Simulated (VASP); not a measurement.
# K2Ni (Fm-3m) in VASP: further runs

Runs on K2Ni. Level: PBE. Tasks: single point, relaxation of cell and atoms.

All numbers are computed with VASP 6.6.1; they aren't measurements. Logs are shortened: lines on timing, memory, paths and dates and some standing lists are left out, and cuts for length are marked.

**1. The cell of the first run**

It takes space group Fm-3m (No. 225, cubic). The conventional cell has a = 7.823 Å, b = 7.823 Å, c = 7.823 Å, α = 90.00°, β = 90.00°, γ = 90.00°. K (site symmetry -43m) has 4 Ni at 3.39 Å and 6 K at 3.91 Å within 4.5 Å. Ni (site symmetry m-3m) has 8 K at 3.39 Å within 4.5 Å.

**2. Single point, PBE**

Input file INCAR:

```
PREC = Accurate
ENCUT = 520
EDIFF = 1E-7
ISMEAR = 0
SIGMA = 0.1
LREAL = False
LASPH = True
NELM = 100
ALGO = Fast
ISIF = 2
LWAVE = False
LCHARG = False
GGA = PE
NBANDS = 21
```

Input file KPOINTS:

```
Automatic mesh
0
Gamma
  10 10 10
```

Input file POSCAR:

```
K2Ni
1.0
    0.0000000000      3.9116023649      3.9116023649
    3.9116023649      0.0000000000      3.9116023649
    3.9116023649      3.9116023649      0.0000000000
K Ni
2 1
Direct
    0.7500000000      0.7500000000      0.7500000000
    0.2500000000      0.2500000000      0.2500000000
    0.0000000000      0.0000000000      0.0000000000
```

Potentials or basis: VASP PAW PBE potentials, release 64 (K_sv, Ni).

On the command line:

```bash
$ cat potpaw_PBE.64/K_sv/POTCAR potpaw_PBE.64/Ni/POTCAR > POTCAR
$ mpirun -np 1 vasp_std > vasp.out
```

OUTCAR:

```text
PREC = Accurate
   ENCUT = 520
   EDIFF = 1E-7
   ISMEAR = 0
   LREAL = False
   LASPH = True
   NELM = 100
   ISIF = 2
   GGA = PE

 ion  position               nearest neighbor table
   1  0.750  0.750  0.750-   3 3.39   3 3.39   3 3.39   3 3.39
   2  0.250  0.250  0.250-   3 3.39   3 3.39   3 3.39   3 3.39
   3  0.000  0.000  0.000-   1 3.39   1 3.39   1 3.39   1 3.39   2 3.39   2 3.39   2 3.39   2 3.39

  LATTYP: Found a face centered cubic cell.
 ALAT       =     7.8232047298

  Lattice vectors:

 A1 = (   0.0000000000,   3.9116023649,   3.9116023649)
 A2 = (   3.9116023649,   0.0000000000,   3.9116023649)
 A3 = (   3.9116023649,   3.9116023649,   0.0000000000)

Analysis of symmetry for initial positions (statically):
=====================================================================
 Subroutine PRICEL returns:
 Original cell was already a primitive cell.

 Routine SETGRP: Setting up the symmetry group for a
 face centered cubic supercell.

 Subroutine GETGRP returns: Found 48 space group operations
 (whereof 48 operations were pure point group operations)
 out of a pool of 48 trial point group operations.

The static configuration has the point symmetry O_h .

Analysis of symmetry for dynamics (positions and initial velocities):
=====================================================================
 Subroutine PRICEL returns:
 Original cell was already a primitive cell.

 Routine SETGRP: Setting up the symmetry group for a
 face centered cubic supercell.

 Subroutine GETGRP returns: Found 48 space group operations
 (whereof 48 operations were pure point group operations)
 out of a pool of 48 trial point group operations.

The dynamic configuration has the point symmetry O_h .

 Subroutine INISYM returns: Found 48 space group operations
 (whereof 48 operations are pure point group operations),
 and found     1 'primitive' translations

----------------------------------------------------------------------------------------

                                     Primitive cell

  volume of cell :     119.7000

  direct lattice vectors                    reciprocal lattice vectors
     0.000000000  3.911602365  3.911602365    -0.127824854  0.127824854  0.127824854
     3.911602365  0.000000000  3.911602365     0.127824854 -0.127824854  0.127824854
     3.911602365  3.911602365  0.000000000     0.127824854  0.127824854 -0.127824854

  length of vectors
     5.531841115  5.531841115  5.531841115     0.221399141  0.221399141  0.221399141

  position of ions in fractional coordinates (direct lattice)
     0.750000000  0.750000000  0.750000000
     0.250000000  0.250000000  0.250000000
     0.000000000  0.000000000  0.000000000

  ion indices of the primitive-cell ions
   primitive index   ion index
                 1           1
                 2           2
                 3           3

----------------------------------------------------------------------------------------

 KPOINTS: Automatic mesh

Automatic generation of k-mesh.
 Grid dimensions read from file:
 generate k-points for:   10   10   10

 Generating k-lattice:

  Cartesian coordinates                     Fractional coordinates (reciprocal lattice)
    -0.012782485  0.012782485  0.012782485     0.100000000  0.000000000  0.000000000
     0.012782485 -0.012782485  0.012782485     0.000000000  0.100000000  0.000000000
     0.012782485  0.012782485 -0.012782485     0.000000000  0.000000000  0.100000000

  Length of vectors
     0.022139914  0.022139914  0.022139914

  Shift w.r.t. Gamma in fractional coordinates (k-lattice)
     0.000000000  0.000000000  0.000000000

 Subroutine IBZKPT returns following result:
 ===========================================

 Found     47 irreducible k-points:

 Following reciprocal coordinates:
            Coordinates               Weight
  0.000000  0.000000  0.000000      1.000000
  0.100000  0.000000  0.000000      8.000000
  0.200000  0.000000  0.000000      8.000000
  0.300000  0.000000  0.000000      8.000000
  0.400000  0.000000  0.000000      8.000000
  0.500000  0.000000  0.000000      4.000000
[... 16 lines left out ...]
  0.300000  0.300000  0.000000      6.000000
  0.400000  0.300000  0.000000     24.000000
 [... further k-points ...]
   k-points           NKPTS =     47   k-points in BZ     NKDIM =     47   number of bands    NBANDS=     21
   number of dos      NEDOS =    301   number of ions     NIONS =      3
   total plane-waves  NPLWV =  74088
   dimension x,y,z NGX =    42 NGY =   42 NGZ =   42
   dimension x,y,z NGXF=    84 NGYF=   84 NGZF=   84
   ions per type =               2   1
   NGX,Y,Z   is equivalent  to a cutoff of  12.62, 12.62, 12.62 a.u.
   NGXF,Y,Z  is equivalent  to a cutoff of  25.24, 25.24, 25.24 a.u.
 SYSTEM =  unknown system
   PREC   = accura    normal or accurate (medium, high low for compatibility)
   ISTART =      0    job   : 0-new  1-cont  2-samecut
   ICHARG =      2    charge: 1-file 2-atom 10-const
   ISPIN  =      1    spin polarized calculation?
   LNONCOLLINEAR =      F non collinear calculations
   LSORBIT =      F    spin-orbit coupling
   LASPH  =      T    aspherical Exc in radial PAW
   ENCUT  =  520.0 eV  38.22 Ry    6.18 a.u.  10.29 10.29 10.29*2*pi/ulx,y,z
   NELM   =    100;   NELMIN=  2; NELMDL= -5     # of ELM steps
   EDIFF  = 0.1E-06   stopping-criterion for ELM
   LREAL  =      F    real-space projection
   EDIFFG = 0.1E-05   stopping-criterion for IOM
   NSW    =      0    number of steps for IOM
   IBRION =     -1    ionic relax: 0-MD 1-quasi-New 2-CG
   NFREE  =      0    steps in history (QN), initial steepest desc. (CG)
   ISIF   =      2    stress and relaxation
   ISYM   =      2    0-nonsym 1-usesym 2-fastsym
   POTIM  = 0.5000    time-step for ionic-motion
   TEBEG  =    0.0;   TEEND  =   0.0 temperature during run
   PSTRESS=    0.0 pullay stress
   NELECT =      28.0000    total number of electrons
   NUPDOWN=      -1.0000    fix difference up-down
   EMIN   =  10.00;   EMAX   =-10.00  energy-range for DOS
   EFERMI =   0.00;   METHOD = LEGACY
   ISMEAR =     0;   SIGMA  =   0.10  broadening in eV -4-tet -1-fermi 0-gaus
   EFERMI_NEDOS =   21; number of points for ismear=-14 and -15
   IALGO  =     68    algorithm
   IMIX   =      4    mixing-type and parameters
     AMIX     =   0.40;   BMIX     =  1.00
     AMIX_MAG =   1.60;   BMIX_MAG =  1.00
  volume/ion in A,a.u.               =      39.90       269.26
  Fermi-wavevector in a.u.,A,eV,Ry     =   1.008702  1.906170 13.843647  1.017479
  Thomas-Fermi vector in A             =   2.141585
   LORBIT       =      0    0 simple, 1 ext, 2 COOP (PROOUT), +10 PAW based schemes
   GGA     = PE    functional components
   LHFCALC =     F    Hartree Fock is set to
   AEXX    =    0.0000 exact exchange contribution
   IVDW    =     0    specifies the selected vdW correction
   LEPSILON=     F    determine dielectric tensor
   LRPA    =     F    only Hartree local field effects (RPA)
 non-spin polarized calculation
 RMM-DIIS sequential band-by-band and
 Gauss-broadening in eV      SIGMA  =   0.10
  energy-cutoff  :      520.00
  volume of cell :      119.70
 maximum number of plane-waves:      3263
 NGX is ok and might be reduce to    42
   NGX = 21   NGY = 21   NGZ = 21

 number of electron      28.0000007 magnetization

 Free energy of the ion-electron system (eV)
  ---------------------------------------------------
  ext. energy  EPLUGINS =         0.00000000
  ---------------------------------------------------
  free energy    TOTEN  =        -5.56024983 eV

  energy without entropy =       -5.54540865  energy(sigma->0) =       -5.55282924

 E-fermi :   0.8568     XC(G=0):  -7.0484

 val. band max:        0.8370901307   @ k =   0.5000   0.1000   0.0000
 cond. band min:       0.8773721066   @ k =   0.4000   0.0000   0.0000
 fundamental gap:      0.0402819759
 Fermi energy:         0.8568317710

 k-point     1 :       0.0000    0.0000    0.0000
  band No.  band energies     occupation
      1     -30.5279      2.00000
      2     -30.4849      2.00000
      3     -14.0920      2.00000
      4     -14.0920      2.00000
      5     -14.0920      2.00000
      6     -13.9353      2.00000
[... 13 lines left out ...]
     20       4.6932      0.00000
     21       7.2564      0.00000

 k-point     2 :       0.1000    0.0000    0.0000
  band No.  band energies     occupation
      1     -30.5268      2.00000
      2     -30.4859      2.00000
      3     -14.0894      2.00000
      4     -14.0885      2.00000
      5     -14.0885      2.00000
      6     -13.9409      2.00000
[... 13 lines left out ...]
     20       4.9950      0.00000
     21       7.0880      0.00000

 k-point     3 :       0.2000    0.0000    0.0000
  band No.  band energies     occupation
      1     -30.5236      2.00000
      2     -30.4889      2.00000
      3     -14.0816      2.00000
      4     -14.0782      2.00000
      5     -14.0782      2.00000
      6     -13.9567      2.00000
[... 13 lines left out ...]
     20       5.5688      0.00000
     21       6.7326      0.00000

 k-point     4 :       0.3000    0.0000    0.0000
  band No.  band energies     occupation
      1     -30.5188      2.00000
      2     -30.4935      2.00000
      3     -14.0687      2.00000
      4     -14.0618      2.00000
      5     -14.0618      2.00000
      6     -13.9791      2.00000
[... 13 lines left out ...]
     20       5.4606      0.00000
     21       5.9296      0.00000

 k-point     5 :       0.4000    0.0000    0.0000
  band No.  band energies     occupation
      1     -30.5127      2.00000
      2     -30.4994      2.00000
      3     -14.0513      2.00000
      4     -14.0408      2.00000
      5     -14.0408      2.00000
      6     -14.0044      2.00000
[... 13 lines left out ...]
     20       5.2163      0.00000
     21       5.4475      0.00000
[... 382 lines left out ...]
     20       5.8612      0.00000
     21       5.9485      0.00000

 k-point    22 :      -0.2000    0.2000    0.0000
  band No.  band energies     occupation
      1     -30.5177      2.00000
      2     -30.4945      2.00000
      3     -14.1134      2.00000
      4     -14.0374      2.00000
      5     -14.0317      2.00000
      6     -14.0097      2.00000
[... 13 lines left out ...]
     20       6.0346      0.00000
     21       6.2805      0.00000

 k-point    23 :       0.3000    0.3000    0.0000
  band No.  band energies     occupation
      1     -30.5181      2.00000
      2     -30.4940      2.00000
      3     -14.1114      2.00000
      4     -14.1114      2.00000
      5     -14.0829      2.00000
      6     -13.9650      2.00000
[... 13 lines left out ...]
     20       5.0297      0.00000
     21       6.6218      0.00000

 k-point    24 :       0.4000    0.3000    0.0000
  band No.  band energies     occupation
      1     -30.5154      2.00000
      2     -30.4966      2.00000
      3     -14.1128      2.00000
      4     -14.1111      2.00000
      5     -14.1110      2.00000
      6     -13.9385      2.00000
[... 13 lines left out ...]
     20       5.0578      0.00000
     21       6.3869      0.00000

 [... further k-points ...]

------------------------ aborting loop because EDIFF is reached ----------------------------------------

  FORCE on cell =-STRESS in cart. coord.  units (eV):
  Direction    XX          YY          ZZ          XY          YZ          ZX
  --------------------------------------------------------------------------------------
  -------------------------------------------------------------------------------------
  Total        0.0549726      0.0549726      0.0549726      0.0000000     -0.0000000      0.0000000
  in kB        0.7358050      0.7358050      0.7358050      0.0000000     -0.0000000      0.0000000
  external PRESSURE =       0.7358050 kB  Pullay stress =       0.0000000 kB

 VOLUME and BASIS-vectors are now :
 -----------------------------------------------------------------------------
  energy-cutoff  :      520.00
  volume of cell :      119.70
      direct lattice vectors                 reciprocal lattice vectors
     0.000000000  3.911602365  3.911602365    -0.127824854  0.127824854  0.127824854
     3.911602365  0.000000000  3.911602365     0.127824854 -0.127824854  0.127824854
     3.911602365  3.911602365  0.000000000     0.127824854  0.127824854 -0.127824854

 POSITION                                       TOTAL-FORCE (eV/Angst)
 -----------------------------------------------------------------------------------
      5.86740      5.86740      5.86740         0.000000      0.000000      0.000000
      1.95580      1.95580      1.95580        -0.000000     -0.000000     -0.000000
      0.00000      0.00000      0.00000         0.000000     -0.000000      0.000000
 -----------------------------------------------------------------------------------
    total drift:                               -0.000000     -0.000000      0.000000

  FREE ENERGIE OF THE ION-ELECTRON SYSTEM (eV)
  ---------------------------------------------------
  free  energy   TOTEN  =        -5.5602498294 eV

  energy  without entropy=       -5.5454086481  energy(sigma->0) =       -5.55282924
```

Run time: 2 min. Hardware: 1 thread of Intel Xeon 6975P-C (Granite Rapids), shared host; peak memory 0.32 GiB.

Results:

* Free energy: -5.5602 eV
* Pressure: 0.1 GPa
* Band gap on the k mesh: zero (bands 14 and 15 overlap by 0.04 eV)

Spin polarisation is off, so any magnetic state and its effect on volume and gap are missing.

**3. Relaxation of cell and atoms, PBE**

Input file INCAR:

```
  ALGO = Fast
  EDIFF = 1E-6
  EDIFFG = -0.005
  ENCUT = 600
  GGA = PE
  IBRION = 2
  ISIF = 3
  ISMEAR = 0
  LASPH = True
  LCHARG = False
  LREAL = False
  LWAVE = False
  NELM = 100
  NSW = 100
  PREC = Accurate
  SIGMA = 0.1
```

Input file KPOINTS:

```
k-points
0
Gamma
  10 10 10
```

POSCAR is that of step 2.

Potentials or basis: VASP PAW PBE potentials, release 64 (K_sv, Ni).

On the command line:

```bash
$ cat potpaw_PBE.64/K_sv/POTCAR potpaw_PBE.64/Ni/POTCAR > POTCAR
$ mpirun -np 1 vasp_std > vasp.out
```

Wall time 16 min (1 thread of Intel Xeon 6975P-C (Granite Rapids), shared host); peak memory 0.44 GiB.

Results (log left out):

| Property | Result |
| --- | --- |
| Free energy | -5.5604 eV |
| Relaxed volume | 39.98 Å³/atom |
| Relaxed cell | a = 5.535 Å, b = 5.535 Å, c = 5.535 Å, α = 60.00°, β = 60.00°, γ = 60.00° |
| Space group after relaxing (to 0.1 Å) | Fm-3m (No. 225) |
| Energy gained by relaxing | 0.0 meV/atom |
| Ionic steps | 20 |
| Pressure after relaxing | 0.0 GPa |
| Band gap on the k mesh | zero (bands 14 and 15 overlap by 0.04 eV) |

Final structure:
```yaml
crystal:
  lattice:
    - [0.00000, 3.91412, 3.91412]
    - [3.91412, 0.00000, 3.91412]
    - [3.91412, 3.91412, 0.00000]
  atoms:
    - { symbol: K, position: [0.75000, 0.75000, 0.75000] }
    - { symbol: K, position: [0.25000, 0.25000, 0.25000] }
    - { symbol: Ni, position: [0.00000, 0.00000, 0.00000] }
```

Levels at points of the mesh, in eV from the Fermi level:
| k point | band 10 | band 11 | band 12 | band 13 | band 14 | band 15 | band 16 | band 17 | band 18 |
| --- | --- | --- | --- | --- | --- | --- | --- | --- | --- |
| (0.00, 0.00, 0.00) | -0.22 | -0.22 | -0.17 | -0.17 | -0.17 | 1.95 | 1.95 | 1.95 | 3.76 |
| (0.50, 0.00, 0.00) | -0.24 | -0.21 | -0.21 | -0.20 | -0.15 | -0.15 | 2.43 | 2.43 | 3.91 |
| (0.50, 0.50, 0.00) | -0.37 | -0.30 | -0.14 | -0.14 | -0.12 | 0.03 | 1.72 | 2.29 | 2.29 |

**4. Relaxation of cell and atoms, PBE**

This run uses another cell than the first one, of 34.17 Å³/atom.

Input file INCAR:

```
PREC = Accurate
ENCUT = 600
EDIFF = 1E-6
ISMEAR = 0
SIGMA = 0.1
LREAL = F
LASPH = T
NELM = 100
ALGO = Normal
ISIF = 3
LWAVE = F
LCHARG = F
GGA = PE
IBRION = 2
NSW = 100
EDIFFG = -0.005
```

Input file KPOINTS:

```
Automatic mesh
0
Gamma
  10 10 10
```

Input file POSCAR:

```
K2Ni
1.0
    0.0000000000      3.7144851951      3.7144851951
    3.7144851951      0.0000000000      3.7144851951
    3.7144851951      3.7144851951      0.0000000000
K Ni
2 1
Direct
    0.7500000000      0.7500000000      0.7500000000
    0.2500000000      0.2500000000      0.2500000000
    0.0000000000      0.0000000000      0.0000000000
```

On the command line:

```bash
$ cat potpaw_PBE.64/K_sv/POTCAR potpaw_PBE.64/Ni/POTCAR > POTCAR
$ mpirun -np 1 vasp_std > vasp.out
```

Run time: 3.7 min. Hardware: 1 thread of Intel Xeon 6975P-C (Granite Rapids), shared host; peak memory 0.34 GiB.

It converged, with:

- Free energy: -5.5585 eV
- Relaxed volume: 40.02 Å³/atom
- Relaxed cell: a = 5.537 Å, b = 5.537 Å, c = 5.537 Å, α = 60.00°, β = 60.00°, γ = 60.00°
- Space group after relaxing (to 0.1 Å): Fm-3m (No. 225)
- Energy gained by relaxing: 31.3 meV/atom
- Ionic steps: 4
- Pressure after relaxing: 0.0 GPa
- Band gap on the k mesh: zero (bands 14 and 15 overlap by 0.04 eV)

The path:
```
step  energy change (eV)  largest force (eV/Å)  pressure (GPa)  volume (Å³)
   1              0.0000                0.0000            1.90       102.50
   2             -0.0569                0.0000            1.08       108.62
   3             -0.0939                0.0000            0.04       119.51
   4             -0.0940                0.0000            0.00       120.05
```

Final structure:
```yaml
crystal:
  lattice:
    - [0.00000, 3.91540, 3.91540]
    - [3.91540, 0.00000, 3.91540]
    - [3.91540, 3.91540, 0.00000]
  atoms:
    - { symbol: K, position: [0.75000, 0.75000, 0.75000] }
    - { symbol: K, position: [0.25000, 0.25000, 0.25000] }
    - { symbol: Ni, position: [0.00000, 0.00000, 0.00000] }
```

Levels at points of the mesh, in eV from the Fermi level:
```csv
k point,band 10,band 11,band 12,band 13,band 14,band 15,band 16,band 17,band 18
"(0.00, 0.00, 0.00)",-0.22,-0.22,-0.17,-0.17,-0.17,1.95,1.95,1.95,3.76
"(0.50, 0.00, 0.00)",-0.24,-0.21,-0.21,-0.20,-0.15,-0.15,2.43,2.43,3.91
"(0.50, 0.50, 0.00)",-0.37,-0.30,-0.14,-0.14,-0.12,0.03,1.72,2.29,2.29
```

Caveat: the volume moved by over 15 % at a fixed basis, so the end points are rough. Spin polarisation is off, so any magnetic state and its effect on volume and gap are missing.

**5. The runs side by side**

| task | cell | cutoff (eV) | gap on the mesh (eV) | pressure (GPa) | relaxed volume (Å³/atom) |
| --- | --- | --- | --- | --- | --- |
| single point | a = 5.532 Å, angles 60.0°, 3 atoms | 520 | none | 0.1 | - |
| relaxation of cell and atoms | relaxed from a = 5.532 Å, angles 60.0°, 3 atoms | 600 | none | 0.0 | 39.98 |
| relaxation of cell and atoms | relaxed from a = 5.253 Å, angles 60.0°, 3 atoms | 600 | none | 0.0 | 40.02 |

Alike in all rows: level PBE; potentials or basis VASP PAW PBE potentials, release 64 (K_sv, Ni); no spin polarisation; k mesh 10 × 10 × 10; smearing gaussian 0.1 eV.

Caveats: the volume moved by over 15 % at a fixed basis, so the end points are rough (at least some runs).

Absolute energies hang on the potentials; compare differences alone.
